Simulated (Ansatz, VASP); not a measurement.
Fe: VASP beside Ansatz

```
Fe
1.0
     1.93853   -3.28545    0.00000
     1.93853    3.28545    0.00000
     0.00000    0.00000    3.88222
Fe
4
Cartesian
  1.9385 2.2834 0.3048
  1.9385 -1.0021 1.6364
  1.9385 -2.2834 3.5775
  1.9385 1.0021 2.2459
```

Alike in both runs: task single point; functional PBE; k mesh 6 × 6 × 6; occupations gaussian, width 0.1 eV; collinear spin.

|  | VASP | Ansatz |
| --- | --- | --- |
| version | VASP 6.6.1 | Ansatz 0.2.0 |
| potentials or method | VASP PAW PBE potentials, release 64 (Fe), cutoff 520 eV | scalar-relativistic, plane waves, PAW |
| valence electrons in the cell | 32 | 64 |

```csv
,VASP,Ansatz,Ansatz less VASP
gap on the k mesh at the Fermi level (eV),none,none,-
pressure (GPa),-4.5,-3.7,+0.80
"traceless stress, the component that is largest in VASP (GPa)",0.64,0.43,-0.208
rms of the force components (eV/Å),0.353,0.352,-0.0013
net moment per atom (μB),0.44,0.42,-0.019
size of the moment on the site where the two differ most (μB),0.43,0.40,-0.031
```

Site moments also hang on the region over which each program counts them. Atom by atom the forces differ by 0.008 eV/Å (rms over components). A gap of «none» marks a metal or a gap that the smearing closes. The functional is the same, so the differences come from potentials, cutoffs and numerics. VASP's potentials hold 32 valence electrons a cell and Ansatz's 64, so a difference there can come from the potentials and not from the codes.
